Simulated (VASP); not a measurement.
Wanted: the native input for a VASP 6.6.1 run.

```
Task                   : single point
Functional             : PBEsol
Potentials or basis    : VASP PAW PBE potentials, release 64 (Pb_d)
Cutoff                 : 520 eV
k mesh                 : 18 × 18 × 18
Occupations            : fermi-dirac, width 0.1 eV
Spin                   : no spin polarisation
Dipole correction      : no
Further INCAR settings : ALGO = Normal; EDIFF = 1e-06; NBANDS = 13
```

The structure of Pb lies in POSCAR:

```
Pb
1.0
    0.0000000000      2.3607441251      2.3607441251
    2.3607441251      0.0000000000      2.3607441251
    2.3607441251      2.3607441251      0.0000000000
Pb
1
Direct
    0.0000000000      0.0000000000      0.0000000000
```

This cell differs from its parent crystal: volume scaled by 0.88.

These files were run (other wordings do the same):

INCAR

```
SYSTEM = Pb
ALGO = Normal
EDIFF = 1E-6
ENCUT = 520
GGA = PS
ISIF = 2
ISMEAR = -1
LASPH = .True.
LCHARG = .False.
LREAL = .False.
LWAVE = .False.
NBANDS = 13
NELM = 60
PREC = Accurate
SIGMA = 0.1
```

KPOINTS

```
k-points
0
Gamma
  18 18 18
  0 0 0
```

Potentials or basis: VASP PAW PBE potentials, release 64 (Pb_d).

Run with:

```sh
$ cat potpaw_PBE.64/Pb_d/POTCAR > POTCAR
$ mpirun -np 1 vasp_std > vasp.out
```

Results of the run:

```json
{"Pressure": "8.5 GPa", "Band gap on the k mesh": "zero (band 7 reaches 17.37 eV, above the bottom of band 8 at 6.94 eV)"}
```

Caveat: the PAW data sets were made with another functional, which shifts forces and pressure a little; spin-orbit coupling is left out, which moves the levels of the heavy elements.

It took 23 s on 1 thread of Intel(R) Xeon(R) 6975P-C (Granite Rapids) (shared host), peak memory 0.2 GiB.
